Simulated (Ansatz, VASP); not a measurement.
# NiBi2: VASP beside Ansatz

POSCAR

```
NiBi2
1.0
    0.0000000000      4.1283546369      4.1283546369
    4.1283546369      0.0000000000      4.1283546369
    4.1283546369      4.1283546369      0.0000000000
Ni Bi
2 4
Direct
    0.0000000000      0.0000000000      0.0000000000
    0.2500000000      0.2500000000      0.2500000000
    0.6250000000      0.6250000000      0.6250000000
    0.1250000000      0.6250000000      0.6250000000
    0.6250000000      0.6250000000      0.1250000000
    0.6250000000      0.1250000000      0.6250000000
```

Contents of INCAR.step1:

```
PREC = Accurate
ENCUT = 520
ISMEAR = 0
SIGMA = 0.1
LREAL = F
LASPH = T
NELM = 150
ISPIN = 2
MAGMOM = 2 2 0 0 0 0
LMAXMIX = 4
NBANDS = 53
GGA = PE
ALGO = Normal
EDIFF = 1E-4
LWAVE = T
LCHARG = F
```

INCAR.step2

```
PREC = Accurate
ENCUT = 520
EDIFF = 1E-7
ISMEAR = 0
SIGMA = 0.1
LREAL = F
LASPH = T
NELM = 150
ALGO = Normal
ISIF = 2
LWAVE = F
LCHARG = T
ISPIN = 2
MAGMOM = 2 2 0 0 0 0
LORBIT = 11
LMAXMIX = 4
METAGGA = R2SCAN
LMIXTAU = T
LELF = T
LVHAR = T
NBANDS = 53
ISTART = 1
```

KPOINTS

```
regular mesh
0
Gamma
  4 4 4
```

Input for Ansatz:

```yaml
crystal:
  lattice:
    - [0.0, 4.1283546369, 4.1283546369]
    - [4.1283546369, 0.0, 4.1283546369]
    - [4.1283546369, 4.1283546369, 0.0]
  atoms:
    - { symbol: Ni, position: [0.0, 0.0, 0.0], spin: 2.0 }
    - { symbol: Ni, position: [0.25, 0.25, 0.25], spin: 2.0 }
    - { symbol: Bi, position: [0.625, 0.625, 0.625] }
    - { symbol: Bi, position: [0.125, 0.625, 0.625] }
    - { symbol: Bi, position: [0.625, 0.625, 0.125] }
    - { symbol: Bi, position: [0.625, 0.125, 0.625] }
basis:
  ecutwfc: 500
kpoints:
  mp_grid: { grid: [4, 4, 4] }
hamiltonian:
  xc: r2scan
scf:
  occupations: { method: gaussian, width: 0.1 }
  lower_state_search: "off"
output:
  forces: true
  stress: true
  eigenvalues: true
  populations: true
magnetization:
  spin_polarized: true
```

Alike in both runs: task single point; functional r2SCAN; k mesh 4 × 4 × 4; occupations gaussian, width 0.1 eV; collinear spin.

|  | VASP | Ansatz |
| --- | --- | --- |
| version | VASP 6.6.1 | Ansatz 0.2.0 |
| potentials or method | VASP PAW PBE potentials, release 64 (Ni, Bi_d), cutoff 520 eV | scalar-relativistic, plane waves, PAW |
| valence electrons in the cell | 80 | 96 |

```csv
,VASP,Ansatz,Ansatz less VASP
gap on the k mesh at the Fermi level (eV),none,none,-
pressure (GPa),18.5,18.5,-0.03
net moment per atom (μB),0.22,0.22,+0.006
size of the moment on the site where the two differ most (μB),0.51,0.52,+0.012
```

VASP's potentials were made for PBE, not for r2SCAN. Site moments also hang on the region over which each program counts them. A gap of «none» marks a metal or a gap that the smearing closes. VASP's potentials hold 80 valence electrons a cell and Ansatz's 96, so a difference there can come from the potentials and not from the codes. Ansatz's warnings: stability check not made.

Spin-orbit coupling is off throughout.
